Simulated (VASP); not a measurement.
# ZrB2 (P6/mmm) in VASP: notebook, part 3 of 3

VASP 6.6.1. Earlier steps stand in the parts before.

## Step 6: Electric field gradients, LDA (equal xx and yy strain of +1 %)

The input, INCAR:

```
PREC = Accurate
ENCUT = 520
EDIFF = 1E-8
ISMEAR = -1
SIGMA = 0.03
LREAL = F
LASPH = T
NELM = 80
ALGO = Normal
ISIF = 2
LWAVE = F
LCHARG = F
LEFG = T
NBANDS = 16
```

The input, KPOINTS:

```
regular mesh
0
Gamma
  13 13 10
```

The input, POSCAR:

```
ZrB2
1.0
    3.1966498238      0.0000000000      0.0000000000
   -1.5983249119      2.7683799544      0.0000000000
    0.0000000000      0.0000000000      3.5200000000
Zr B
1 2
Direct
    0.0000000000      0.0000000000      0.0000000000
    0.3333333333      0.6666666667      0.5000000000
    0.6666666667      0.3333333333      0.5000000000
```

Potentials or basis: VASP PAW LDA potentials, release 64 (Zr_sv, B).

The run is started by

```console
$ cat potpaw_LDA.64/Zr_sv/POTCAR potpaw_LDA.64/B/POTCAR > POTCAR
$ mpirun -np 1 vasp_std > vasp.out
```

OUTCAR:

```text
PREC = Accurate
   ENCUT = 520
   EDIFF = 1E-8
   ISMEAR = -1
   LREAL = F
   LASPH = T
   NELM = 80
   ISIF = 2

 ion  position               nearest neighbor table
   1  0.000  0.000  0.000-   2 2.55   3 2.55   2 2.55   3 2.55   2 2.55   2 2.55   3 2.55   3 2.55
                             3 2.55   3 2.55   2 2.55   2 2.55
   2  0.333  0.667  0.500-   3 1.85   3 1.85   3 1.85   1 2.55   1 2.55   1 2.55   1 2.55   1 2.55
                             1 2.55
   3  0.667  0.333  0.500-   2 1.85   2 1.85   2 1.85   1 2.55   1 2.55   1 2.55   1 2.55   1 2.55
                             1 2.55

  LATTYP: Found a hexagonal cell.
 ALAT       =     3.1966498238
 C/A-ratio  =     1.1011528300

  Lattice vectors:

 A1 = (   3.1966498238,   0.0000000000,   0.0000000000)
 A2 = (  -1.5983249119,   2.7683799544,   0.0000000000)
 A3 = (   0.0000000000,   0.0000000000,   3.5200000000)

Analysis of symmetry for initial positions (statically):
=====================================================================
 Subroutine PRICEL returns:
[... 657 lines left out ...]
 POSITION                                       TOTAL-FORCE (eV/Angst)
 -----------------------------------------------------------------------------------
      0.00000      0.00000      0.00000        -0.000000      0.000000      0.000000
     -0.00000      1.84559      1.76000        -0.000000     -0.000000      0.000000
      1.59832      0.92279      1.76000         0.000000      0.000000     -0.000000
 -----------------------------------------------------------------------------------
    total drift:                               -0.000000      0.000000      0.000000

  FREE ENERGIE OF THE ION-ELECTRON SYSTEM (eV)
  ---------------------------------------------------
  free  energy   TOTEN  =       -27.4265239042 eV

  energy  without entropy=      -27.4251750699  energy(sigma->0) =      -27.42584949

 Electric field gradients (V/A^2)
---------------------------------------------------------------------
 ion       V_xx      V_yy      V_zz      V_xy      V_xz      V_yz
---------------------------------------------------------------------
   1     -21.452   -21.452    42.904    -0.000     0.000     0.000
   2      -0.597    -0.597     1.195    -0.000     0.000     0.000
   3      -0.597    -0.597     1.195    -0.000     0.000     0.000
---------------------------------------------------------------------

 Electric field gradients after diagonalization (V/A^2)
 (convention: |V_zz| > |V_xx| > |V_yy|)
----------------------------------------------------------------------
 ion       V_xx      V_yy      V_zz     asymmetry (V_yy - V_xx)/ V_zz
----------------------------------------------------------------------
   1     -21.452   -21.452    42.904       0.000
   2      -0.597    -0.597     1.195       0.000
   3      -0.597    -0.597     1.195       0.000
----------------------------------------------------------------------

           NMR quadrupolar parameters

 Cq : quadrupolar parameter    Cq=e*Q*V_zz/h
 eta: asymmetry parameters     (V_yy - V_xx)/ V_zz
 Q  : nuclear electric quadrupole moment in mb (millibarn)
----------------------------------------------------------------------
 ion       Cq(MHz)       eta       Q (mb)
----------------------------------------------------------------------
   1       0.104       0.000       1.000
   2       0.003       0.000       1.000
   3       0.003       0.000       1.000
----------------------------------------------------------------------
```

OSZICAR:

```text
N       E                     dE             d eps       ncg     rms          rms(c)
DAV:   1     0.998045871389E+02    0.99805E+02   -0.96520E+03  4032   0.112E+03
DAV:   2    -0.260323387372E+02   -0.12584E+03   -0.12096E+03  5296   0.289E+02
DAV:   3    -0.300788977770E+02   -0.40466E+01   -0.40298E+01  6160   0.443E+01
DAV:   4    -0.301385326737E+02   -0.59635E-01   -0.59616E-01  4896   0.495E+00
DAV:   5    -0.301400114798E+02   -0.14788E-02   -0.14788E-02  6144   0.522E-01    0.212E+01
DAV:   6    -0.274820681874E+02    0.26579E+01   -0.60281E+00  5248   0.161E+01    0.838E+00
DAV:   7    -0.274319143613E+02    0.50154E-01   -0.59974E-01  5544   0.475E+00    0.319E+00
DAV:   8    -0.274313638334E+02    0.55053E-03   -0.10078E-01  4848   0.252E+00    0.386E-01
DAV:   9    -0.274268494454E+02    0.45144E-02   -0.21833E-02  5024   0.110E+00    0.183E-01
DAV:  10    -0.274265189499E+02    0.33050E-03   -0.16442E-03  4808   0.362E-01    0.401E-02
DAV:  11    -0.274265252501E+02   -0.63002E-05   -0.57869E-05  5216   0.707E-02    0.988E-03
DAV:  12    -0.274265241410E+02    0.11091E-05   -0.28377E-06  5168   0.142E-02    0.616E-03
DAV:  13    -0.274265238988E+02    0.24225E-06   -0.47363E-07  6072   0.597E-03    0.120E-03
DAV:  14    -0.274265239042E+02   -0.53979E-08   -0.24559E-08  4568   0.138E-03
   1 F= -.27426524E+02 E0= -.27425849E+02  d E =-.134883E-02
```

stdout:

```text
POSCAR found type information on POSCAR ZrB
 POSCAR found :  2 types and       3 ions
 scaLAPACK will be used
 LDA part: xc-table for (Slater(with rela. corr.)+CA(PZ))
 , standard interpolation
 POSCAR, INCAR and KPOINTS ok, starting setup
 FFT: planning ... GRIDC
 FFT: planning ... GRID_SOFT
 FFT: planning ... GRID
 WAVECAR not read
 entering main loop
ion   1

ion   2

ion   3
```

It took 36 s on 1 thread of Intel Xeon Platinum 8375C at 2.90GHz (Ice Lake), shared host; peak memory 0.17 GiB.

What came out:

```yaml
Free_energy: -27.4265 eV
Pressure: -11.4 GPa
Band_gap_on_the_k_mesh: zero (bands 9 and 10 overlap by 0.93 eV)
Largest_electric_field_gradient_by_atom: Zr +42.9; B +1.2 V/Å²
```

Levels at points of the mesh, in eV from the Fermi level:
| k point | band 6 | band 7 | band 8 | band 9 | band 10 | band 11 | band 12 | band 13 |
| --- | --- | --- | --- | --- | --- | --- | --- | --- |
| (0.00, 0.00, 0.00) | -2.80 | -2.80 | -2.65 | -2.33 | 3.18 | 3.18 | 4.05 | 4.05 |
| (0.00, 0.00, 0.50) | -6.99 | -1.12 | -1.12 | 0.08 | 0.08 | 0.62 | 0.62 | 1.83 |

Electric field gradients, principal values (V/Å²):
```tsv
atom	least	middle	greatest (by size)
1 Zr	-21.452	-21.452	42.904
2 B	-0.597	-0.597	1.195
3 B	-0.597	-0.597	1.195
```

Caveat: the cell differs from its parent crystal (equal xx and yy strain of +1 %); the cell stands under tension; without QUAD_EFG the Cq values of the log hold for a quadrupole moment of 1 mb, not for the nuclei.

## Step 7: Electric field gradients, LDA (equal xx and yy strain of +2 %)

The input, INCAR:

```
SYSTEM = ZrB2
ALGO = Normal
EDIFF = 1E-8
ENCUT = 520
ISIF = 2
ISMEAR = -1
LASPH = .True.
LCHARG = .False.
LEFG = .True.
LREAL = .False.
LWAVE = .False.
NBANDS = 16
NELM = 60
PREC = Accurate
SIGMA = 0.03
```

The input, KPOINTS:

```
k-points
0
Gamma
  13 13 10
  0 0 0
```

The input, POSCAR:

```
ZrB2
1.0
    3.2282998220      0.0000000000      0.0000000000
   -1.6141499111      2.7957896569      0.0000000000
    0.0000000000      0.0000000000      3.5200000000
Zr B
1 2
Direct
    0.0000000000      0.0000000000      0.0000000000
    0.3333333333      0.6666666667      0.5000000000
    0.6666666667      0.3333333333      0.5000000000
```

Potentials or basis: VASP PAW LDA potentials, release 64 (Zr_sv, B).

The run is started by

```console
$ cat potpaw_LDA.64/Zr_sv/POTCAR potpaw_LDA.64/B/POTCAR > POTCAR
$ mpirun -np 1 vasp_std > vasp.out
```

OUTCAR:

```text
SYSTEM = ZrB2
   EDIFF = 1E-8
   ENCUT = 520
   ISIF = 2
   ISMEAR = -1
   LASPH = .True.
   LREAL = .False.
   NELM = 60
   PREC = Accurate

 ion  position               nearest neighbor table
   1  0.000  0.000  0.000-   2 2.56   3 2.56   2 2.56   3 2.56   3 2.56   3 2.56   2 2.56   2 2.56
                             3 2.56   3 2.56   2 2.56   2 2.56
   2  0.333  0.667  0.500-   3 1.86   3 1.86   3 1.86   1 2.56   1 2.56   1 2.56   1 2.56   1 2.56
                             1 2.56
   3  0.667  0.333  0.500-   2 1.86   2 1.86   2 1.86   1 2.56   1 2.56   1 2.56   1 2.56   1 2.56
                             1 2.56

  LATTYP: Found a hexagonal cell.
 ALAT       =     3.2282998220
 C/A-ratio  =     1.0903572140
[... 682 lines left out ...]
 ion       V_xx      V_yy      V_zz      V_xy      V_xz      V_yz
---------------------------------------------------------------------
   1     -20.495   -20.495    40.990     0.000    -0.000     0.000
   2      -0.351    -0.351     0.702    -0.000     0.000    -0.000
   3      -0.351    -0.351     0.702    -0.000     0.000    -0.000
---------------------------------------------------------------------

 Electric field gradients after diagonalization (V/A^2)
 (convention: |V_zz| > |V_xx| > |V_yy|)
----------------------------------------------------------------------
 ion       V_xx      V_yy      V_zz     asymmetry (V_yy - V_xx)/ V_zz
----------------------------------------------------------------------
   1     -20.495   -20.495    40.990       0.000
   2      -0.351    -0.351     0.702       0.000
   3      -0.351    -0.351     0.702       0.000
----------------------------------------------------------------------

           NMR quadrupolar parameters

 Cq : quadrupolar parameter    Cq=e*Q*V_zz/h
 eta: asymmetry parameters     (V_yy - V_xx)/ V_zz
 Q  : nuclear electric quadrupole moment in mb (millibarn)
----------------------------------------------------------------------
 ion       Cq(MHz)       eta       Q (mb)
----------------------------------------------------------------------
   1       0.099       0.000       1.000
   2       0.002       0.000       1.000
   3       0.002       0.000       1.000
----------------------------------------------------------------------
```

Run time: 36 s. Hardware: 1 thread of Intel Xeon Platinum 8375C at 2.90GHz (Ice Lake), shared host; peak memory 0.17 GiB.

What came out:

| Item | Value |
| --- | --- |
| Free energy | -27.3662 eV |
| Pressure | -15.6 GPa |
| Band gap on the k mesh | zero (bands 9 and 10 overlap by 0.95 eV) |
| Largest electric field gradient by atom | Zr +41.0; B +0.7 V/Å² |

Levels at points of the mesh, in eV from the Fermi level:
| k point | band 6 | band 7 | band 8 | band 9 | band 10 | band 11 | band 12 | band 13 |
| --- | --- | --- | --- | --- | --- | --- | --- | --- |
| (0.00, 0.00, 0.00) | -2.83 | -2.83 | -2.58 | -2.26 | 3.09 | 3.09 | 4.03 | 4.03 |
| (0.00, 0.00, 0.50) | -6.93 | -1.15 | -1.15 | -0.02 | -0.02 | 0.60 | 0.60 | 1.94 |

Electric field gradients, principal values (V/Å²):
```
atom    least   middle  greatest (by size)
1 Zr  -20.495  -20.495              40.990
 2 B   -0.351   -0.351               0.702
 3 B   -0.351   -0.351               0.702
```

Caveat: the cell differs from its parent crystal (equal xx and yy strain of +2 %); the cell stands under tension; without QUAD_EFG the Cq values of the log hold for a quadrupole moment of 1 mb, not for the nuclei.

## Step 8: Overview

```tsv
task	cell	k mesh for the DOS	occupations for the DOS	gap on the mesh (eV)	pressure (GPa)
electric field gradients	a = 3.165, b = 3.165, c = 3.520 Å, angles 90.0, 90.0, 120.0°, 3 atoms	-	-	none	-6.8
single point	a = 3.165, b = 3.165, c = 3.520 Å, angles 90.0, 90.0, 120.0°, 3 atoms	20 × 20 × 15	tetrahedron	-	-
electric field gradients	a = 3.197, b = 3.197, c = 3.520 Å, angles 90.0, 90.0, 120.0°, 3 atoms	-	-	none	-11.4
electric field gradients	a = 3.228, b = 3.228, c = 3.520 Å, angles 90.0, 90.0, 120.0°, 3 atoms	-	-	none	-15.6
```

Alike in all rows: level LDA; potentials or basis VASP PAW LDA potentials, release 64 (Zr_sv, B); no spin polarisation; k mesh 13 × 13 × 10; cutoff (eV) 520; smearing fermi-dirac 0.03 eV.

Caveats: the cell stands under tension (at least some runs).

Absolute energies hang on the potentials; compare differences alone.
